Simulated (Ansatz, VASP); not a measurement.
## Br: VASP beside Ansatz

The input INCAR:

```
SYSTEM = Br
ALGO     = Normal         ! electronic algorithm
EDIFF    = 1E-6           ! SCF threshold, eV
ENCUT    = 500            ! plane-wave cutoff, eV
GGA_COMPAT= .False.      
ISIF     = 2              ! what is computed and relaxed
ISMEAR   = 1              ! smearing method
LASPH    = .True.         ! aspherical terms in the spheres
LCHARG   = .False.        ! write CHGCAR
LREAL    = .False.        ! projectors in reciprocal space
LWAVE    = .False.        ! write WAVECAR
NBANDS   = 18             ! bands
NELM     = 120            ! most SCF steps
PREC     = Accurate       ! precision mode
SIGMA    = 0.05           ! smearing width, eV
```

KPOINTS

```
k-points
0
Gamma
  3 3 3
  0 0 0
```

POSCAR

```
Br
1.0
    4.5976403800      0.0000000000      0.0000000000
    0.0000000000      4.5976403800      0.0000000000
    0.0000000000      0.0000000000      4.5976403800
Br
3
Direct
    0.4999741557     -0.0007660741      0.0003418472
    0.0005968758      0.5002187893     -0.0002834106
   -0.0005710315      0.0005472848      0.4999415634
```

Input for Ansatz:

```yaml
crystal:
  lattice:
    - [4.59764038, 0.0, 0.0]
    - [0.0, 4.59764038, 0.0]
    - [0.0, 0.0, 4.59764038]
  atoms:
    - { symbol: Br, position: [0.4999741557008064, -0.0007660741460615947, 0.00034184722522610957] }
    - { symbol: Br, position: [0.0005968758253531285, 0.5002187893422777, -0.0002834106269316496] }
    - { symbol: Br, position: [-0.0005710315277054247, 0.0005472848050532075, 0.4999415634025983] }
basis:
  ecutwfc: 470.0
kpoints:
  mp_grid:
    grid: [3, 3, 3]
hamiltonian:
  xc: lda
scf:
  convergence:
    dr2_threshold: 1.0e-08
  occupations:
    method: methfessel_paxton
    width: 0.05
output:
  forces: true
```

Alike in both runs: task single point; functional LDA; k mesh 3 × 3 × 3; occupations methfessel-paxton of order 1, width 0.05 eV; no spin polarisation.

|  | VASP | Ansatz |
| --- | --- | --- |
| version | VASP 6.6.1 | Ansatz 0.2.0 |
| potentials or method | VASP PAW LDA potentials, release 64 (Br), cutoff 500 eV | plane waves, PAW |
| valence electrons in the cell | 21 | 21 |

|  | VASP | Ansatz | Ansatz less VASP |
| --- | --- | --- | --- |
| rms of the force components (eV/Å) | 0.004 | 0.004 | -0.0001 |

LDA's correlation is that of Perdew and Zunger in VASP and of Perdew and Wang (1992) in Ansatz. Atom by atom the forces differ by 0.000 eV/Å (rms over components).

The k mesh is coarse, so the values compare programs but aren't converged.
